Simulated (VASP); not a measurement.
# Fe (Fd-3m) in VASP: notebook

Runs on Fe. Level: RPBE. Tasks: single point.

Program: VASP 6.6.1. These are calculated values, not measurements. Logs are shortened: lines on timing, memory, paths and dates and some standing lists are left out, and cuts for length are marked.

## 1. The cell of the first run

The structure is cubic, space group Fd-3m (No. 227). Conventional cell: a = 4.917 Å, b = 4.917 Å, c = 4.917 Å, α = 90.00°, β = 90.00°, γ = 90.00°. Within 2.8 Å of Fe (site symmetry -43m) lie 4 Fe at 2.13 Å.

## 2. Single point, RPBE

The input, INCAR:

```
PREC = Accurate ; ENCUT = 520
EDIFF = 1E-7 ; ISMEAR = -1
SIGMA = 0.1 ; LREAL = False
LASPH = True ; NELM = 100
ALGO = Normal ; ISIF = 2
LWAVE = False ; LCHARG = False
GGA = RP ; NBANDS = 15
```

The input, KPOINTS:

```
Automatic mesh
0
Gamma
  12 12 12
```

The input, POSCAR:

```
Fe
1.0
    0.0000000000      2.4583365409      2.4583365409
    2.4583365409      0.0000000000      2.4583365409
    2.4583365409      2.4583365409      0.0000000000
Fe
2
Direct
    0.1250000000      0.1250000000      0.1250000000
    0.8750000000      0.8750000000      0.8750000000
```

Potentials or basis: VASP PAW PBE potentials, release 64 (Fe).

Launch:

```bash
$ cat potpaw_PBE.64/Fe/POTCAR > POTCAR
$ mpirun -np 1 vasp_std > vasp.out
```

OUTCAR:

```text
PREC = Accurate
   ENCUT = 520
   EDIFF = 1E-7
   ISMEAR = -1
   LREAL = False
   LASPH = True
   NELM = 100
   ISIF = 2
   GGA = RP

 ion  position               nearest neighbor table
   1  0.125  0.125  0.125-   2 2.13   2 2.13   2 2.13   2 2.13
   2  0.875  0.875  0.875-   1 2.13   1 2.13   1 2.13   1 2.13

  LATTYP: Found a face centered cubic cell.
 ALAT       =     4.9166730818

  Lattice vectors:

 A1 = (   0.0000000000,   2.4583365409,   2.4583365409)
 A2 = (   2.4583365409,   0.0000000000,   2.4583365409)
 A3 = (   2.4583365409,   2.4583365409,   0.0000000000)

Analysis of symmetry for initial positions (statically):
=====================================================================
 Subroutine PRICEL returns:
 Original cell was already a primitive cell.

 Routine SETGRP: Setting up the symmetry group for a
 face centered cubic supercell.

 Subroutine GETGRP returns: Found 48 space group operations
 (whereof 12 operations were pure point group operations)
 out of a pool of 48 trial point group operations.

The static configuration has the point symmetry D_3d.
 The point group associated with its full space group is O_h .

Analysis of symmetry for dynamics (positions and initial velocities):
=====================================================================
 Subroutine PRICEL returns:
 Original cell was already a primitive cell.

 Routine SETGRP: Setting up the symmetry group for a
 face centered cubic supercell.

 Subroutine GETGRP returns: Found 48 space group operations
 (whereof 12 operations were pure point group operations)
 out of a pool of 48 trial point group operations.

The dynamic configuration has the point symmetry D_3d.
 The point group associated with its full space group is O_h .

 Subroutine INISYM returns: Found 48 space group operations
 (whereof 12 operations are pure point group operations),
 and found     1 'primitive' translations

----------------------------------------------------------------------------------------

                                     Primitive cell

  volume of cell :      29.7135

  direct lattice vectors                    reciprocal lattice vectors
     0.000000000  2.458336541  2.458336541    -0.203389565  0.203389565  0.203389565
     2.458336541  0.000000000  2.458336541     0.203389565 -0.203389565  0.203389565
     2.458336541  2.458336541  0.000000000     0.203389565  0.203389565 -0.203389565

  length of vectors
     3.476612877  3.476612877  3.476612877     0.352281061  0.352281061  0.352281061
[... 91 lines left out ...]
   PSTRESS=    0.0 pullay stress
   NELECT =      16.0000    total number of electrons
   NUPDOWN=      -1.0000    fix difference up-down
   EMIN   =  10.00;   EMAX   =-10.00  energy-range for DOS
   EFERMI =   0.00;   METHOD = LEGACY
   ISMEAR =    -1;   SIGMA  =   0.10  broadening in eV -4-tet -1-fermi 0-gaus
   EFERMI_NEDOS =   21; number of points for ismear=-14 and -15
   IALGO  =     38    algorithm
   IMIX   =      4    mixing-type and parameters
     AMIX     =   0.40;   BMIX     =  1.00
     AMIX_MAG =   1.60;   BMIX_MAG =  1.00
  volume/ion in A,a.u.               =      14.86       100.26
  Fermi-wavevector in a.u.,A,eV,Ry     =   1.331875  2.516879 24.135255  1.773891
  Thomas-Fermi vector in A             =   2.460853
   LORBIT       =      0    0 simple, 1 ext, 2 COOP (PROOUT), +10 PAW based schemes
   GGA     = RP    functional components
   LHFCALC =     F    Hartree Fock is set to
   AEXX    =    0.0000 exact exchange contribution
   IVDW    =     0    specifies the selected vdW correction
   LEPSILON=     F    determine dielectric tensor
   LRPA    =     F    only Hartree local field effects (RPA)
 non-spin polarized calculation
  energy-cutoff  :      520.00
  volume of cell :       29.71
 maximum number of plane-waves:       821
 NGX is ok and might be reduce to    28
   NGX = 13   NGY = 13   NGZ = 13

 number of electron      15.9999998 magnetization

 Free energy of the ion-electron system (eV)
  ---------------------------------------------------
  ext. energy  EPLUGINS =         0.00000000
  ---------------------------------------------------
  free energy    TOTEN  =       -12.98140635 eV

  energy without entropy =      -12.89410958  energy(sigma->0) =      -12.93775796

 E-fermi :   3.5145     XC(G=0): -11.2832

 val. band max:        3.5070220433   @ k =   0.4167   0.3333   0.0000
 cond. band min:       3.5260456085   @ k =   0.4167   0.1667   0.0000
 fundamental gap:      0.0190235652
 Fermi energy:         3.5145481227

 k-point     1 :       0.0000    0.0000    0.0000
  band No.  band energies     occupation
      1      -3.0144      2.00000
      2       0.8722      2.00000
      3       0.8722      2.00000
      4       1.1396      2.00000
      5       1.1396      2.00000
      6       1.1396      2.00000
      7       3.1352      1.95595
      8       3.1352      1.95595
      9       3.1352      1.95595
     10       4.6830      0.00002
     11       4.6830      0.00002
     12      17.5148      0.00000
     13      17.5148      0.00000
     14      17.5148      0.00000
[... 401 lines left out ...]
      2       0.6642      2.00000
      3       0.8147      2.00000
      4       1.0311      2.00000
      5       1.6046      2.00000
      6       1.6496      2.00000
      7       2.6823      1.99951
      8       3.2838      1.81891
      9       3.8758      0.05253
     10       4.5092      0.00010
     11       4.6559      0.00002
     12       5.9847      0.00000
     13      10.9521      0.00000
     14      12.7274      0.00000
     15      15.3714      0.00000

 [... further k-points ...]

------------------------ aborting loop because EDIFF is reached ----------------------------------------

  FORCE on cell =-STRESS in cart. coord.  units (eV):
  Direction    XX          YY          ZZ          XY          YZ          ZX
  --------------------------------------------------------------------------------------
  -------------------------------------------------------------------------------------
  Total       -0.2273659     -0.2273659     -0.2273659      0.0000000      0.0000000      0.0000000
  in kB      -12.2597571    -12.2597571    -12.2597571      0.0000000      0.0000000      0.0000000
  external PRESSURE =     -12.2597571 kB  Pullay stress =       0.0000000 kB

 VOLUME and BASIS-vectors are now :
 -----------------------------------------------------------------------------
  energy-cutoff  :      520.00
  volume of cell :       29.71
      direct lattice vectors                 reciprocal lattice vectors
     0.000000000  2.458336541  2.458336541    -0.203389565  0.203389565  0.203389565
     2.458336541  0.000000000  2.458336541     0.203389565 -0.203389565  0.203389565
     2.458336541  2.458336541  0.000000000     0.203389565  0.203389565 -0.203389565

 POSITION                                       TOTAL-FORCE (eV/Angst)
 -----------------------------------------------------------------------------------
      0.61458      0.61458      0.61458        -0.000000     -0.000000     -0.000000
      4.30209      4.30209      4.30209         0.000000      0.000000      0.000000
 -----------------------------------------------------------------------------------
    total drift:                                0.000000     -0.000000     -0.000000

  FREE ENERGIE OF THE ION-ELECTRON SYSTEM (eV)
  ---------------------------------------------------
  free  energy   TOTEN  =       -12.9814063492 eV

  energy  without entropy=      -12.8941095798  energy(sigma->0) =      -12.93775796
```

OSZICAR:

```text
N       E                     dE             d eps       ncg     rms          rms(c)
DAV:   1     0.805425282453E+02    0.80543E+02   -0.70006E+03  2168   0.128E+03
DAV:   2    -0.122849885083E+02   -0.92828E+02   -0.81013E+02  2160   0.232E+02
DAV:   3    -0.144854963200E+02   -0.22005E+01   -0.21090E+01  2559   0.521E+01
DAV:   4    -0.145014574864E+02   -0.15961E-01   -0.15959E-01  2398   0.386E+00
DAV:   5    -0.145017029597E+02   -0.24547E-03   -0.24547E-03  2601   0.474E-01    0.114E+01
DAV:   6    -0.133060487319E+02    0.11957E+01   -0.95709E+00  2538   0.587E+01    0.356E+00
DAV:   7    -0.129943735768E+02    0.31168E+00   -0.12192E+00  2629   0.210E+01    0.138E+00
DAV:   8    -0.129824975311E+02    0.11876E-01   -0.13725E-02  2659   0.173E+00    0.508E-01
DAV:   9    -0.129814945298E+02    0.10030E-02   -0.27816E-03  2849   0.655E-01    0.769E-02
DAV:  10    -0.129814115892E+02    0.82941E-04   -0.10571E-04  2422   0.186E-01    0.150E-02
DAV:  11    -0.129814047325E+02    0.68567E-05   -0.79260E-06  2258   0.372E-02    0.230E-03
DAV:  12    -0.129814054192E+02   -0.68665E-06   -0.95526E-08  2025   0.387E-03    0.155E-03
DAV:  13    -0.129814063221E+02   -0.90292E-06   -0.36913E-08  1220   0.284E-03    0.101E-04
DAV:  14    -0.129814063492E+02   -0.27077E-07   -0.56969E-09  1143   0.925E-04
   1 F= -.12981406E+02 E0= -.12937758E+02  d E =-.872968E-01
```

stdout:

```text
POSCAR found type information on POSCAR Fe
 POSCAR found :  1 types and       2 ions
 scaLAPACK will be used
 -----------------------------------------------------------------------------
|                                                                             |
|                                                                             |
|     You enforced a specific xc type in the INCAR file but a different       |
|     I HOPE YOU KNOW WHAT YOU ARE DOING!                                     |
|                                                                             |
 -----------------------------------------------------------------------------

 LDA part: xc-table for (Slater+PW92), standard interpolation
 POSCAR, INCAR and KPOINTS ok, starting setup
 FFT: planning ... GRIDC
 FFT: planning ... GRID_SOFT
 FFT: planning ... GRID
 WAVECAR not read
 entering main loop
```

It took 15 s on 1 thread of Intel Xeon 6975P-C (Granite Rapids), shared host; peak memory 0.16 GiB.

What came out:

* Free energy: -12.9814 eV
* Pressure: -1.2 GPa
* Band gap on the k mesh: zero (band 8 reaches 3.76 eV, above the bottom of band 9 at 3.12 eV)

Levels at points of the mesh, in eV from the Fermi level:
```
           k point  band 5  band 6  band 7  band 8  band 9  band 10  band 11  band 12
(0.00, 0.00, 0.00)   -2.37   -2.37   -0.38   -0.38   -0.38     1.17     1.17    14.00
(0.50, 0.00, 0.00)   -2.39   -2.39   -1.07    0.15    0.15     0.94     0.94     2.39
(0.50, 0.50, 0.00)   -1.37   -1.37   -0.71   -0.71    1.13     1.13     2.65     2.65
```

Caveat: the PAW data sets were made with another functional, which shifts forces and pressure a little; the run has no spin polarisation, though such a crystal can be magnetic. Spin polarisation is off, so any magnetic state and its effect on volume and gap are missing.

## 3. Single point, RPBE (volume scaled by 1.04)

The input, INCAR:

```
ALGO = Normal ; EDIFF = 1E-6
ENCUT = 520 ; GGA = RP
ISIF = 2 ; ISMEAR = -1
LASPH = True ; LCHARG = True
LELF = True ; LREAL = False
LVHAR = True ; LWAVE = False
NBANDS = 15 ; NELM = 100
PREC = Accurate ; SIGMA = 0.1
```

The input, KPOINTS:

```
k-points
0
Gamma
  12 12 12
```

The input, POSCAR:

```
Fe
1.0
    0.0000000000      2.4906867842      2.4906867842
    2.4906867842      0.0000000000      2.4906867842
    2.4906867842      2.4906867842      0.0000000000
Fe
2
Direct
    0.1250000000      0.1250000000      0.1250000000
    0.8750000000      0.8750000000      0.8750000000
```

Potentials or basis: VASP PAW PBE potentials, release 64 (Fe).

Launch:

```bash
$ cat potpaw_PBE.64/Fe/POTCAR > POTCAR
$ mpirun -np 1 vasp_std > vasp.out
```

OUTCAR:

```text
EDIFF = 1E-6
   ENCUT = 520
   GGA = RP
   ISIF = 2
   ISMEAR = -1
   LASPH = True
   LREAL = False
   NELM = 100
   PREC = Accurate

 ion  position               nearest neighbor table
   1  0.125  0.125  0.125-   2 2.16   2 2.16   2 2.16   2 2.16
   2  0.875  0.875  0.875-   1 2.16   1 2.16   1 2.16   1 2.16

  LATTYP: Found a face centered cubic cell.
 ALAT       =     4.9813735684

  Lattice vectors:

 A1 = (   0.0000000000,   2.4906867842,   2.4906867842)
[... 617 lines left out ...]

 [... further k-points ...]

------------------------ aborting loop because EDIFF is reached ----------------------------------------

  FORCE on cell =-STRESS in cart. coord.  units (eV):
  Direction    XX          YY          ZZ          XY          YZ          ZX
  --------------------------------------------------------------------------------------
  -------------------------------------------------------------------------------------
  Total       -1.1603162     -1.1603162     -1.1603162     -0.0000000     -0.0000000      0.0000000
  in kB      -60.1588608    -60.1588608    -60.1588608     -0.0000000     -0.0000000      0.0000000
  external PRESSURE =     -60.1588608 kB  Pullay stress =       0.0000000 kB

 VOLUME and BASIS-vectors are now :
 -----------------------------------------------------------------------------
  energy-cutoff  :      520.00
  volume of cell :       30.90
      direct lattice vectors                 reciprocal lattice vectors
     0.000000000  2.490686784  2.490686784    -0.200747843  0.200747843  0.200747843
     2.490686784  0.000000000  2.490686784     0.200747843 -0.200747843  0.200747843
     2.490686784  2.490686784  0.000000000     0.200747843  0.200747843 -0.200747843

 POSITION                                       TOTAL-FORCE (eV/Angst)
 -----------------------------------------------------------------------------------
      0.62267      0.62267      0.62267        -0.000000     -0.000000     -0.000000
      4.35870      4.35870      4.35870         0.000000      0.000000      0.000000
 -----------------------------------------------------------------------------------
    total drift:                                0.000000     -0.000000     -0.000000

  FREE ENERGIE OF THE ION-ELECTRON SYSTEM (eV)
  ---------------------------------------------------
  free  energy   TOTEN  =       -12.9538543002 eV

  energy  without entropy=      -12.8622746626  energy(sigma->0) =      -12.90806448
```

stdout:

```text
POSCAR found type information on POSCAR Fe
 POSCAR found :  1 types and       2 ions
 scaLAPACK will be used
 -----------------------------------------------------------------------------
|                                                                             |
|                                                                             |
|     You enforced a specific xc type in the INCAR file but a different       |
|     I HOPE YOU KNOW WHAT YOU ARE DOING!                                     |
|                                                                             |
 -----------------------------------------------------------------------------

 LDA part: xc-table for (Slater+PW92), standard interpolation
 POSCAR, INCAR and KPOINTS ok, starting setup
 FFT: planning ... GRIDC
 FFT: planning ... GRID_SOFT
 FFT: planning ... GRID
 WAVECAR not read
 entering main loop
```

It took 15 s on 1 thread of Intel Xeon 6975P-C (Granite Rapids), shared host; peak memory 0.17 GiB.

Results:

- Free energy: -12.9539 eV
- Pressure: -6.0 GPa
- Band gap on the k mesh: zero (band 8 reaches 3.43 eV, above the bottom of band 9 at 2.83 eV)

Caveat: the PAW data sets were made with another functional, which shifts forces and pressure a little; the run has no spin polarisation, though such a crystal can be magnetic.

## 4. Single point, RPBE (volume scaled by 1.08)

The input, INCAR:

```
PREC = Accurate ; ENCUT = 520
EDIFF = 1E-6 ; ISMEAR = -1
SIGMA = 0.1 ; LREAL = F
LASPH = T ; NELM = 80
ALGO = Normal ; ISIF = 2
LWAVE = F ; LCHARG = F
GGA = RP ; NBANDS = 15
```

The input, KPOINTS:

```
regular mesh
0
Gamma
  12 12 12
```

The input, POSCAR:

```
Fe
1.0
    0.0000000000      2.5222178123      2.5222178123
    2.5222178123      0.0000000000      2.5222178123
    2.5222178123      2.5222178123      0.0000000000
Fe
2
Direct
    0.1250000000      0.1250000000      0.1250000000
    0.8750000000      0.8750000000      0.8750000000
```

Launch:

```bash
$ cat potpaw_PBE.64/Fe/POTCAR > POTCAR
$ mpirun -np 1 vasp_std > vasp.out
```

Run time: 14 s. Hardware: 1 thread of Intel Xeon 6975P-C (Granite Rapids), shared host; peak memory 0.17 GiB.

Results (log left out):

```
Free energy            : -12.8944 eV
Pressure               : -9.9 GPa
Band gap on the k mesh : zero (band 8 reaches 3.12 eV, above the bottom of band 9 at 2.55 eV)
```

Levels at points of the mesh, in eV from the Fermi level:
| k point | band 4 | band 5 | band 6 | band 7 | band 8 | band 9 | band 10 | band 11 | band 12 | band 13 |
| --- | --- | --- | --- | --- | --- | --- | --- | --- | --- | --- |
| (0.00, 0.00, 0.00) | -2.18 | -2.18 | -2.18 | -0.34 | -0.34 | -0.34 | 1.03 | 1.03 | 13.23 | 13.23 |
| (0.50, 0.00, 0.00) | -2.24 | -2.18 | -2.18 | -0.99 | 0.12 | 0.12 | 0.83 | 0.83 | 2.15 | 9.85 |
| (0.50, 0.50, 0.00) | -2.11 | -1.35 | -1.35 | -0.64 | -0.64 | 1.01 | 1.01 | 2.44 | 2.44 | 5.09 |

Caveat: the PAW data sets were made with another functional, which shifts forces and pressure a little; the run has no spin polarisation, though such a crystal can be magnetic. Spin polarisation is off, so any magnetic state and its effect on volume and gap are missing.

## 5. Summary

```tsv
cell	gap on the mesh (eV)	pressure (GPa)
a = 3.477 Å, angles 60.0°, 2 atoms	none	-1.2
a = 3.522 Å, angles 60.0°, 2 atoms	none	-6.0
a = 3.567 Å, angles 60.0°, 2 atoms	none	-9.9
```

Alike in all rows: task single point; level RPBE; potentials or basis VASP PAW PBE potentials, release 64 (Fe); no spin polarisation; k mesh 12 × 12 × 12; cutoff (eV) 520; smearing fermi-dirac 0.1 eV.

Caveats: the PAW data sets were made with another functional, which shifts forces and pressure a little; the run has no spin polarisation, though such a crystal can be magnetic.

Absolute energies hang on the potentials; compare differences alone.
